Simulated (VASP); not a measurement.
# LaBi (NiAs type) (P6_3/mmc) in VASP: relaxation of cell and atoms with LDA

Aim: the relaxation of cell and atoms of LaBi (NiAs type) with LDA.

Everything below comes from runs of VASP 6.6.1. Logs are shortened: lines on timing, memory, paths and dates and some standing lists are left out, and cuts for length are marked.

## Step 1: The cell of the first run

Symmetry: P6_3/mmc, No. 194, hexagonal system. Conventional cell: a = 4.050 Å, b = 4.050 Å, c = 6.277 Å, α = 90.00°, β = 90.00°, γ = 120.00°. Within 3.7 Å of La (site symmetry -3m) lie 6 Bi at 2.82 Å and 2 La at 3.14 Å. Bi (site symmetry -6m2) has 6 La at 2.82 Å within 3.7 Å.

## Step 2: Relaxation of cell and atoms, LDA, target pressure 61 GPa, at which the enthalpy is minimised

Input file INCAR:

```
  PREC = Accurate
  ENCUT = 600
  EDIFF = 1E-6
  ISMEAR = -1
  SIGMA = 0.05
  LREAL = F
  LASPH = T
  NELM = 100
  ALGO = Normal
  ISIF = 3
  LWAVE = F
  LCHARG = F
  IBRION = 2
  NSW = 60
  EDIFFG = -0.005
  PSTRESS = 610.0
```

Input file KPOINTS:

```
regular mesh
0
Gamma
  9 9 5
```

Input file POSCAR:

```
LaBi
1.0
    4.0497525037      0.0000000000      0.0000000000
   -2.0248762518      3.5071885472      0.0000000000
    0.0000000000      0.0000000000      6.2771163807
La Bi
2 2
Direct
    0.0000000000      0.0000000000      0.0000000000
    0.0000000000      0.0000000000      0.5000000000
    0.3333333333      0.6666666667      0.2500000000
    0.6666666667      0.3333333333      0.7500000000
```

Potentials or basis: VASP PAW LDA potentials, release 64 (La, Bi_d).

On the command line:

```bash
$ cat potpaw_LDA.64/La/POTCAR potpaw_LDA.64/Bi_d/POTCAR > POTCAR
$ mpirun -np 1 vasp_std > vasp.out
```

OUTCAR:

```text
PREC = Accurate
   ENCUT = 600
   EDIFF = 1E-6
   ISMEAR = -1
   LREAL = F
   LASPH = T
   NELM = 100
   ISIF = 3
   IBRION = 2
   NSW = 60
   EDIFFG = -0.005
   PSTRESS = 610.0

 ion  position               nearest neighbor table
   1  0.000  0.000  0.000-   3 2.82   4 2.82   3 2.82   4 2.82   4 2.82   3 2.82   2 3.14   2 3.14

   2  0.000  0.000  0.500-   3 2.82   4 2.82   3 2.82   4 2.82   4 2.82   3 2.82   1 3.14   1 3.14

   3  0.333  0.667  0.250-   1 2.82   2 2.82   1 2.82   2 2.82   1 2.82   2 2.82   4 3.91   4 3.91
                             4 3.91   4 3.91   4 3.91   4 3.91
   4  0.667  0.333  0.750-   1 2.82   2 2.82   1 2.82   2 2.82   1 2.82   2 2.82   3 3.91   3 3.91
                             3 3.91   3 3.91   3 3.91   3 3.91

  LATTYP: Found a hexagonal cell.
 ALAT       =     4.0497525037
 C/A-ratio  =     1.5500000000

  Lattice vectors:

 A1 = (   4.0497525037,   0.0000000000,   0.0000000000)
 A2 = (  -2.0248762518,   3.5071885472,   0.0000000000)
 A3 = (   0.0000000000,   0.0000000000,   6.2771163807)

Analysis of symmetry for initial positions (statically):
=====================================================================
 Subroutine PRICEL returns:
 Original cell was already a primitive cell.

 Routine SETGRP: Setting up the symmetry group for a
 hexagonal supercell.

 Subroutine GETGRP returns: Found 24 space group operations
 (whereof 12 operations were pure point group operations)
 out of a pool of 24 trial point group operations.

The static configuration has the point symmetry D_3d.
 The point group associated with its full space group is D_6h.

Analysis of symmetry for dynamics (positions and initial velocities):
=====================================================================
 Subroutine PRICEL returns:
 Original cell was already a primitive cell.

 Routine SETGRP: Setting up the symmetry group for a
 hexagonal supercell.

 Subroutine GETGRP returns: Found 24 space group operations
 (whereof 12 operations were pure point group operations)
 out of a pool of 24 trial point group operations.

The dynamic configuration has the point symmetry D_3d.
 The point group associated with its full space group is D_6h.

 Subroutine INISYM returns: Found 24 space group operations
 (whereof 12 operations are pure point group operations),
 and found     1 'primitive' translations

----------------------------------------------------------------------------------------

[... 113 lines left out ...]
   IALGO  =     38    algorithm
   IMIX   =      4    mixing-type and parameters
     AMIX     =   0.40;   BMIX     =  1.00
     AMIX_MAG =   1.60;   BMIX_MAG =  1.00
  volume/ion in A,a.u.               =      22.29       150.41
  Fermi-wavevector in a.u.,A,eV,Ry     =   1.367813  2.584792 25.455304  1.870912
  Thomas-Fermi vector in A             =   2.493832
   LORBIT       =      0    0 simple, 1 ext, 2 COOP (PROOUT), +10 PAW based schemes
   GGA     = CA    functional components
   LHFCALC =     F    Hartree Fock is set to
   AEXX    =    0.0000 exact exchange contribution
   IVDW    =     0    specifies the selected vdW correction
   LEPSILON=     F    determine dielectric tensor
   LRPA    =     F    only Hartree local field effects (RPA)
 conjugate gradient relaxation of ions
 non-spin polarized calculation
  energy-cutoff  :      600.00
  volume of cell :       89.16
 maximum number of plane-waves:      2992
   NGX = 17   NGY = 17   NGZ = 25

--------------------------------------- Ionic step        1  -------------------------------------------

 number of electron      52.0000009 magnetization

 Free energy of the ion-electron system (eV)
  ---------------------------------------------------
  ext. energy  EPLUGINS =         0.00000000
  ---------------------------------------------------
  free energy    TOTEN  =       -16.59312826 eV

  energy without entropy =      -16.57097566  energy(sigma->0) =      -16.58205196

------------------------ aborting loop because EDIFF is reached ----------------------------------------

  FORCE on cell =-STRESS in cart. coord.  units (eV):
  Direction    XX          YY          ZZ          XY          YZ          ZX
  --------------------------------------------------------------------------------------
  -------------------------------------------------------------------------------------
  Total       33.9993845     33.9993845     35.6101138      0.0000000     -0.0000000      0.0000000
  in kB      610.9896595    610.9896595    639.9354455      0.0000000     -0.0000000      0.0000000
  external PRESSURE =      10.6382548 kB  Pullay stress =     610.0000000 kB
[... 103 lines left out ...]
  energy  without entropy=      -17.0310613898  energy(sigma->0) =      -17.04228039

  enthalpy is  TOTEN    =        17.3408899610 eV   P V=       34.3943893603

[... ionic steps 4 to 20 ...]

--------------------------------------- Ionic step       21  -------------------------------------------

 number of electron      51.9999988 magnetization

------------------------ aborting loop because EDIFF is reached ----------------------------------------
[... 75 lines left out ...]
--------------------------------------- Ionic step       23  -------------------------------------------

 number of electron      51.9999988 magnetization

 Free energy of the ion-electron system (eV)
  ---------------------------------------------------
  ext. energy  EPLUGINS =         0.00000000
  ---------------------------------------------------
  free energy    TOTEN  =       -17.09267399 eV

  energy without entropy =      -17.06616788  energy(sigma->0) =      -17.07942093

 E-fermi :  15.8426     XC(G=0): -12.8467

 val. band max:       15.8250533259   @ k =   0.3333   0.3333   0.4000
 cond. band min:      15.8472081732   @ k =   0.2222   0.1111   0.0000
 fundamental gap:      0.0221548473
 Fermi energy:        15.8425544770

 k-point     1 :       0.0000    0.0000    0.0000
  band No.  band energies     occupation
      1     -17.2617      2.00000
      2     -17.2310      2.00000
      3      -8.0766      2.00000
      4      -8.0372      2.00000
      5      -8.0187      2.00000
      6      -8.0187      2.00000
[... 805 lines left out ...]
     30      17.9181      0.00000
     31      18.1822      0.00000

 [... further k-points ...]

------------------------ aborting loop because EDIFF is reached ----------------------------------------

  FORCE on cell =-STRESS in cart. coord.  units (eV):
  Direction    XX          YY          ZZ          XY          YZ          ZX
  --------------------------------------------------------------------------------------
  -------------------------------------------------------------------------------------
  Total       29.5283999     29.5283999     29.5340361      0.0000000     -0.0000000     -0.0000000
  in kB      610.0727066    610.0727052    610.1891529      0.0000008     -0.0000000     -0.0000000
  external PRESSURE =       0.1115216 kB  Pullay stress =     610.0000000 kB
[... 23 lines left out ...]
  energy  without entropy=      -17.0661678783  energy(sigma->0) =      -17.07942093

  enthalpy is  TOTEN    =        12.4322068569 eV   P V=       29.5248808427

 reached required accuracy - stopping structural energy minimisation
```

It took 20 min on 1 thread of Intel Xeon 6975P-C (Granite Rapids), shared host; peak memory 0.27 GiB.

Results:

* Free energy: -17.0927 eV
* Relaxed volume: 19.39 Å³/atom
* Relaxed cell: a = 3.005 Å, b = 3.005 Å, c = 9.919 Å, α = 90.00°, β = 90.00°, γ = 120.00°
* Space group after relaxing (to 0.1 Å): P6_3/mmc (No. 194)
* Energy change on relaxing (the run minimises the enthalpy): -124.9 meV/atom
* Ionic steps: 23
* Pressure after relaxing: 61.0 GPa
* Band gap on the k mesh: zero (bands 26 and 27 overlap by 2.03 eV)

Step by step:
```tsv
step	energy change (eV)	largest force (eV/Å)	pressure (GPa)	volume (Å³)
1	0.0000	0.0000	62.06	89.16
2	-0.7344	0.0000	57.17	91.07
3	-0.4604	0.0000	59.00	90.34
4	-0.4981	0.0000	58.93	90.41
5	-0.6034	0.0000	58.74	90.60
6	-0.7824	0.0000	58.37	90.88
7	-1.0178	0.0000	56.81	90.98
8	-1.3392	0.0000	51.84	89.54
9	-1.7227	0.0000	50.25	81.12
10	-1.3254	0.0000	52.56	79.92
11	-1.5862	0.0000	51.09	80.66
12	2.5204	0.0000	89.39	71.06
13	-0.5719	0.0000	60.64	77.75
14	-0.5376	0.0000	60.93	77.66
15	-0.5150	0.0000	61.16	77.60
16	-0.4735	0.0000	61.22	77.48
17	-0.4766	0.0000	61.24	77.49
18	-0.4774	0.0000	61.25	77.49
19	-0.5530	0.0000	60.60	77.69
20	-0.5001	0.0000	60.96	77.55
21	-0.4970	0.0000	61.05	77.54
22	-0.4987	0.0000	61.06	77.55
23	-0.4995	0.0000	61.01	77.55
```

Final structure:
```
La Bi
1.0
     3.00459    0.00000    0.00000
    -1.50230    2.60205    0.00000
     0.00000    0.00000    9.91900
La Bi
2 2
Direct
  0.00000 0.00000 0.00000
  0.00000 0.00000 0.50000
  0.33333 0.66667 0.25000
  0.66667 0.33333 0.75000
```

Levels at points of the mesh, in eV from the Fermi level:
| k point | band 22 | band 23 | band 24 | band 25 | band 26 | band 27 | band 28 | band 29 | band 30 | band 31 |
| --- | --- | --- | --- | --- | --- | --- | --- | --- | --- | --- |
| (0.00, 0.00, 0.00) | -1.73 | -1.07 | -1.02 | 0.99 | 1.01 | 1.68 | 1.68 | 1.77 | 2.02 | 2.12 |

Caveat: the cell is relaxed towards a set pressure, so the run minimises the enthalpy, not the energy; a cell axis changed by over 15 % at a fixed basis, so the end point is rough; spin-orbit coupling is left out, which moves the levels of the heavy elements.

The gap in the log of VASP goes by the Fermi energy; the results here count the filled bands.